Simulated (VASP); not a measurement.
# WC (P1) in VASP: a series of runs

WC is run at these levels: PBEsol; tasks: single point.

Program: VASP 6.6.1. These are calculated values, not measurements. Logs are shortened: lines on timing, memory, paths and dates and some standing lists are left out, and cuts for length are marked.

## (1) The cell of the first run

The typed cell holds 16 atoms: a = 6.076 Å, b = 5.262 Å, c = 5.930 Å, α = 90.00°, β = 90.00°, γ = 90.00°.

## (2) Single point, PBEsol

The input, INCAR:

```
SYSTEM = WC
PREC = Accurate
ENCUT = 520
EDIFF = 1E-6
ISMEAR = -1
SIGMA = 0.24
LREAL = Auto
LASPH = .True.
NELM = 60
ALGO = Normal
ISIF = 2
LWAVE = .False.
LCHARG = .False.
GGA = PS
NBANDS = 86
```

The input, KPOINTS:

```
regular mesh
0
Gamma
  2 2 2
  0 0 0
```

The input, POSCAR:

```
WC
1.0
   -3.0377760000     -5.2615820000      0.0000000000
    4.5566640000     -2.6307910000      0.0000000000
    0.0000000000      0.0000000000      5.9303420000
W C
8 8
Direct
    0.7482216162      0.4938326961     -0.0307402170
    0.7653836701      0.5095315661      0.4495356254
    0.4705450932     -0.0308316367     -0.0183463281
    0.4892444519      0.0351606031      0.4681348900
    0.2781410945      0.4629549911     -0.0210274551
    0.2667850605      0.5039505335      0.4696693715
   -0.0394472051     -0.0158299521     -0.0226125239
   -0.0234114167     -0.0140713996      0.4704450435
    0.4846030116      0.6368508624      0.2420265138
    0.4920399066      0.6793362467      0.7448811553
    0.2122396850      0.1881500636      0.2285365667
    0.2757747012      0.1162345454      0.6883751392
   -0.0076238578      0.6609090395      0.2187394926
   -0.0273746835      0.6769956800      0.7009376525
    0.7295867575      0.1183368231      0.1777300533
    0.7204070579      0.1614416316      0.7463313246
```

Potentials or basis: VASP PAW PBE potentials, release 64 (W_sv, C).

Started as:

```sh
$ cat potpaw_PBE.64/W_sv/POTCAR potpaw_PBE.64/C/POTCAR > POTCAR
$ mpirun -np 1 vasp_std > vasp.out
```

OUTCAR:

```text
SYSTEM = WC
   PREC = Accurate
   ENCUT = 520
   EDIFF = 1E-6
   ISMEAR = -1
   LREAL = Auto
   LASPH = .True.
   NELM = 60
   ISIF = 2
   GGA = PS

 ion  position               nearest neighbor table
   1  0.748  0.494  0.969-  16 2.20  10 2.27  13 2.27  14 2.31  15 2.33   9 2.40   2 2.85   5 2.86
                             7 2.88   7 2.98   3 3.02   2 3.09   5 3.22   3 3.24
   2  0.765  0.510  0.450-  13 2.10  14 2.14   9 2.21  16 2.55  10 2.57  15 2.62   8 2.82   1 2.85
                             4 3.01   6 3.03   8 3.04   6 3.05   1 3.09   4 3.24
   3  0.471  0.969  0.982-  10 2.08  15 2.11  12 2.24  16 2.30   9 2.33  11 2.44   5 2.85   4 2.91
                             5 2.91   7 2.98   1 3.02   4 3.07   7 3.10   1 3.24
   4  0.489  0.035  0.468-  12 1.89  16 2.27  15 2.30  11 2.35   9 2.49  10 2.49   6 2.81   3 2.91
                             8 2.97   2 3.01   3 3.07   6 3.10   8 3.13   2 3.24
   5  0.278  0.463  0.979-  11 2.11   9 2.20  10 2.22  13 2.47  12 2.51  14 2.73   3 2.85   1 2.86
                             3 2.91   6 2.92   6 3.03   7 3.17   1 3.22   7 3.35
   6  0.267  0.504  0.470-   9 2.02  11 2.22  10 2.32  13 2.38  12 2.42  14 2.43   4 2.81   5 2.92
                             5 3.03   2 3.03   2 3.05   8 3.09   4 3.10   8 3.25
   7  0.961  0.984  0.977-  15 1.97  16 2.21  13 2.23  14 2.30  11 2.39  12 2.66   1 2.88   8 2.93
                             1 2.98   3 2.98   8 3.01   3 3.10   5 3.17   5 3.35
   8  0.977  0.986  0.470-  14 2.12  13 2.27  11 2.29  12 2.33  15 2.40  16 2.44   2 2.82   7 2.93
                             4 2.97   7 3.01   2 3.04   6 3.09   4 3.13   6 3.25
   9  0.485  0.637  0.242-   6 2.02   5 2.20   2 2.21   3 2.33   1 2.40   4 2.49
  10  0.492  0.679  0.745-   3 2.08   5 2.22   1 2.27   6 2.32   4 2.49   2 2.57
  11  0.212  0.188  0.229-   5 2.11   6 2.22   8 2.29   4 2.35   7 2.39   3 2.44
  12  0.276  0.116  0.688-   4 1.89   3 2.24   8 2.33   6 2.42   5 2.51   7 2.66
  13  0.992  0.661  0.219-   2 2.10   7 2.23   8 2.27   1 2.27   6 2.38   5 2.47
  14  0.973  0.677  0.701-   8 2.12   2 2.14   7 2.30   1 2.31   6 2.43   5 2.73
  15  0.730  0.118  0.178-   7 1.97   3 2.11   4 2.30   1 2.33   8 2.40   2 2.62
  16  0.720  0.161  0.746-   1 2.20   7 2.21   4 2.27   3 2.30   8 2.44   2 2.55

  LATTYP: Found a simple orthorhombic cell.
 ALAT       =     5.2615822805
 B/A-ratio  =     1.1271023969
 C/A-ratio  =     1.1547004973

  Lattice vectors:

 A1 = (   4.5566640000,  -2.6307910000,   0.0000000000)
 A2 = (   0.0000000000,   0.0000000000,   5.9303420000)
 A3 = (  -3.0377760000,  -5.2615820000,   0.0000000000)

Analysis of symmetry for initial positions (statically):
=====================================================================
 Subroutine PRICEL returns:
 Original cell was already a primitive cell.

 Routine SETGRP: Setting up the symmetry group for a
 simple orthorhombic supercell.

 Subroutine GETGRP returns: Found  1 space group operations
 (whereof  1 operations were pure point group operations)
 out of a pool of  8 trial point group operations.

The static configuration has the point symmetry C_1 .

Analysis of symmetry for dynamics (positions and initial velocities):
=====================================================================
 Subroutine PRICEL returns:
 Original cell was already a primitive cell.

 Routine SETGRP: Setting up the symmetry group for a
 simple orthorhombic supercell.

 Subroutine GETGRP returns: Found  1 space group operations
 (whereof  1 operations were pure point group operations)
 out of a pool of  8 trial point group operations.

The dynamic configuration has the point symmetry C_1 .

 Subroutine INISYM returns: Found  1 space group operations
 (whereof  1 operations are pure point group operations),
 and found     1 'primitive' translations

----------------------------------------------------------------------------------------

                                     Primitive cell

  volume of cell :     189.5753

  direct lattice vectors                    reciprocal lattice vectors
    -3.037776000 -5.261582000  0.000000000    -0.082297049 -0.142542680  0.000000000
     4.556664000 -2.630791000  0.000000000     0.164594098 -0.095028453  0.000000000
     0.000000000  0.000000000  5.930342000     0.000000000  0.000000000  0.168624339

  length of vectors
     6.075551676  5.261582281  5.930342000     0.164594107  0.190056897  0.168624339

  position of ions in fractional coordinates (direct lattice)
     0.748221616  0.493832696  0.969259783
     0.765383670  0.509531566  0.449535625
     0.470545093  0.969168363  0.981653672
     0.489244452  0.035160603  0.468134890
     0.278141095  0.462954991  0.978972545
     0.266785060  0.503950534  0.469669371
[... 8 lines left out ...]
     0.729586758  0.118336823  0.177730053
     0.720407058  0.161441632  0.746331325

  ion indices of the primitive-cell ions
   primitive index   ion index
                 1           1
                 2           2
                 3           3
                 4           4
                 5           5
                 6           6
[... 8 lines left out ...]
                15          15
                16          16

----------------------------------------------------------------------------------------

 KPOINTS: regular mesh

Automatic generation of k-mesh.
 Grid dimensions read from file:
 generate k-points for:    2    2    2

 Generating k-lattice:

  Cartesian coordinates                     Fractional coordinates (reciprocal lattice)
    -0.041148524 -0.071271340  0.000000000     0.500000000  0.000000000  0.000000000
     0.082297049 -0.047514227  0.000000000     0.000000000  0.500000000  0.000000000
     0.000000000  0.000000000  0.084312170     0.000000000  0.000000000  0.500000000

  Length of vectors
     0.082297053  0.095028448  0.084312170

  Shift w.r.t. Gamma in fractional coordinates (k-lattice)
     0.000000000  0.000000000  0.000000000

 Subroutine IBZKPT returns following result:
 ===========================================

 Found      8 irreducible k-points:

 Following reciprocal coordinates:
            Coordinates               Weight
  0.000000  0.000000  0.000000      1.000000
  0.500000 -0.000000  0.000000      1.000000
 -0.000000  0.500000  0.000000      1.000000
  0.500000  0.500000  0.000000      1.000000
  0.000000  0.000000  0.500000      1.000000
  0.500000 -0.000000  0.500000      1.000000
 -0.000000  0.500000  0.500000      1.000000
  0.500000  0.500000  0.500000      1.000000
   k-points           NKPTS =      8   k-points in BZ     NKDIM =      8   number of bands    NBANDS=     86
   number of dos      NEDOS =    301   number of ions     NIONS =     16
   total plane-waves  NPLWV =  92160
   dimension x,y,z NGX =    48 NGY =   40 NGZ =   48
   dimension x,y,z NGXF=    96 NGYF=   80 NGZF=   96
   ions per type =               8   8
   NGX,Y,Z   is equivalent  to a cutoff of  13.13, 12.64, 13.46 a.u.
   NGXF,Y,Z  is equivalent  to a cutoff of  26.27, 25.28, 26.91 a.u.
 SYSTEM =  WC
   PREC   = accura    normal or accurate (medium, high low for compatibility)
   ISTART =      0    job   : 0-new  1-cont  2-samecut
   ICHARG =      2    charge: 1-file 2-atom 10-const
   ISPIN  =      1    spin polarized calculation?
   LNONCOLLINEAR =      F non collinear calculations
   LSORBIT =      F    spin-orbit coupling
   LASPH  =      T    aspherical Exc in radial PAW
   ENCUT  =  520.0 eV  38.22 Ry    6.18 a.u.  11.30  9.78 11.03*2*pi/ulx,y,z
   NELM   =     60;   NELMIN=  2; NELMDL= -5     # of ELM steps
   EDIFF  = 0.1E-05   stopping-criterion for ELM
   LREAL  =      T    real-space projection
   EDIFFG = 0.1E-04   stopping-criterion for IOM
   NSW    =      0    number of steps for IOM
   IBRION =     -1    ionic relax: 0-MD 1-quasi-New 2-CG
   NFREE  =      0    steps in history (QN), initial steepest desc. (CG)
   ISIF   =      2    stress and relaxation
   ISYM   =      2    0-nonsym 1-usesym 2-fastsym
   POTIM  = 0.5000    time-step for ionic-motion
   TEBEG  =    0.0;   TEEND  =   0.0 temperature during run
   PSTRESS=    0.0 pullay stress
   NELECT =     144.0000    total number of electrons
   NUPDOWN=      -1.0000    fix difference up-down
   EMIN   =  10.00;   EMAX   =-10.00  energy-range for DOS
   EFERMI =   0.00;   METHOD = LEGACY
   ISMEAR =    -1;   SIGMA  =   0.24  broadening in eV -4-tet -1-fermi 0-gaus
   EFERMI_NEDOS =   21; number of points for ismear=-14 and -15
   IALGO  =     38    algorithm
   IMIX   =      4    mixing-type and parameters
     AMIX     =   0.40;   BMIX     =  1.00
     AMIX_MAG =   1.60;   BMIX_MAG =  1.00
  volume/ion in A,a.u.               =      11.85        79.96
  Fermi-wavevector in a.u.,A,eV,Ry     =   1.493717  2.822716 30.357198  2.231191
  Thomas-Fermi vector in A             =   2.606082
   LORBIT       =      0    0 simple, 1 ext, 2 COOP (PROOUT), +10 PAW based schemes
   GGA     = PS    functional components
   LHFCALC =     F    Hartree Fock is set to
   AEXX    =    0.0000 exact exchange contribution
   IVDW    =     0    specifies the selected vdW correction
   LEPSILON=     F    determine dielectric tensor
   LRPA    =     F    only Hartree local field effects (RPA)
 non-spin polarized calculation
  energy-cutoff  :      520.00
  volume of cell :      189.58
 maximum number of plane-waves:      5127
 NGX is ok and might be reduce to    48
   NGX = 23   NGY = 19   NGZ = 23

 number of electron     144.0000007 magnetization

 Free energy of the ion-electron system (eV)
  ---------------------------------------------------
  ext. energy  EPLUGINS =         0.00000000
  ---------------------------------------------------
  free energy    TOTEN  =      -182.56704866 eV

  energy without entropy =     -181.55577158  energy(sigma->0) =     -182.06141012

 E-fermi :   9.5530     XC(G=0): -13.1634

 val. band max:        9.4883681706   @ k =   0.5000  -0.0000   0.0000
 cond. band min:       9.5809623784   @ k =   0.5000  -0.0000   0.5000
 fundamental gap:      0.0925942078
 Fermi energy:         9.5529941086

 k-point     1 :       0.0000    0.0000    0.0000
  band No.  band energies     occupation
      1     -64.9523      2.00000
      2     -64.9340      2.00000
      3     -64.9212      2.00000
      4     -64.9113      2.00000
      5     -64.8995      2.00000
      6     -64.8890      2.00000
[... 76 lines left out ...]
     83      12.5668      0.00001
     84      12.6483      0.00001

 k-point     2 :       0.5000   -0.0000    0.0000
  band No.  band energies     occupation
      1     -64.9438      2.00000
      2     -64.9409      2.00000
      3     -64.9197      2.00000
      4     -64.9117      2.00000
      5     -64.9019      2.00000
      6     -64.8888      2.00000
[... 511 lines left out ...]
     83      12.3011      0.00002
     84      12.3753      0.00002

 k-point     8 :       0.5000    0.5000    0.5000
  band No.  band energies     occupation
      1     -64.9335      2.00000
      2     -64.9308      2.00000
      3     -64.9246      2.00000
      4     -64.9161      2.00000
      5     -64.8997      2.00000
      6     -64.8921      2.00000
[... 76 lines left out ...]
     83      12.3330      0.00002
     84      12.4701      0.00001
 [bands above 84 left out]

------------------------ aborting loop because EDIFF is reached ----------------------------------------

  FORCE on cell =-STRESS in cart. coord.  units (eV):
  Direction    XX          YY          ZZ          XY          YZ          ZX
  --------------------------------------------------------------------------------------
  -------------------------------------------------------------------------------------
  Total      -29.9844034    -32.0029354    -35.1938822      0.9952175      5.6221500      2.5438275
  in kB     -253.4102454   -270.4696710   -297.4376445      8.4109830     47.5150496     21.4989087
  external PRESSURE =    -273.7725203 kB  Pullay stress =       0.0000000 kB

 VOLUME and BASIS-vectors are now :
 -----------------------------------------------------------------------------
  energy-cutoff  :      520.00
  volume of cell :      189.58
      direct lattice vectors                 reciprocal lattice vectors
    -3.037776000 -5.261582000  0.000000000    -0.082297049 -0.142542680  0.000000000
     4.556664000 -2.630791000  0.000000000     0.164594098 -0.095028453  0.000000000
     0.000000000  0.000000000  5.930342000     0.000000000  0.000000000  0.168624339

 POSITION                                       TOTAL-FORCE (eV/Angst)
 -----------------------------------------------------------------------------------
     -0.02270     -5.23600      5.74804        -0.223228      0.626389     -0.619734
     -0.00330     -5.36760      2.66590        -0.244115      2.103425      2.534362
      2.98676     -5.02549      5.82154         1.164853     -1.363813     -1.075326
     -1.32600     -2.66670      2.77620        -4.939750      0.185004     -1.383427
      1.26460     -2.68140      5.80564         3.038694      1.257651     -0.731558
      1.48590     -2.72950      2.78530         0.916896      2.499195      1.411967
[... 8 lines left out ...]
     -1.67710     -4.15010      1.05400         2.140938     -0.908938      3.187965
     -1.45280     -4.21520      4.42600        -0.684242     -0.908353     -1.562838
 -----------------------------------------------------------------------------------
    total drift:                                0.000295     -0.007428      0.026045

  FREE ENERGIE OF THE ION-ELECTRON SYSTEM (eV)
  ---------------------------------------------------
  free  energy   TOTEN  =      -182.5670486596 eV

  energy  without entropy=     -181.5557715828  energy(sigma->0) =     -182.06141012
```

Run time: 2.5 min. Hardware: 1 thread of Intel Xeon 6975P-C (Granite Rapids), shared host; peak memory 0.33 GiB.

What came out:

```
Free energy            : -182.5670 eV
Pressure               : -27.4 GPa
Largest force          : 6.268 eV/Å
Band gap on the k mesh : zero (bands 72 and 73 overlap by 0.21 eV)
```

Forces on the atoms (eV/Å):
```
W   -0.223  0.626 -0.620
W   -0.244  2.103  2.534
W    1.165 -1.364 -1.075
W   -4.940  0.185 -1.383
W    3.039  1.258 -0.732
W    0.917  2.499  1.412
W   -1.619 -2.466 -2.092
W    0.826 -1.430 -0.351
C    0.421 -1.922 -2.084
C   -2.026  0.683 -1.367
C   -2.429  0.144 -0.020
C    4.842  1.962  3.463
C   -0.163 -0.311 -0.031
C   -1.023 -0.152  0.721
C    2.141 -0.909  3.188
C   -0.684 -0.908 -1.563
```

Stress tensor (GPa, compression positive):
```
-25.34   0.84   2.15
  0.84 -27.05   4.75
  2.15   4.75 -29.74
```

Caveat: the k points lie up to 0.60 Å⁻¹ apart; the PAW data sets were made with another functional, which shifts forces and pressure a little; spin-orbit coupling is left out, which moves the levels of the heavy elements.

[end of part 1 of 2]

The gap in the log of VASP goes by the Fermi energy; the results here count the filled bands.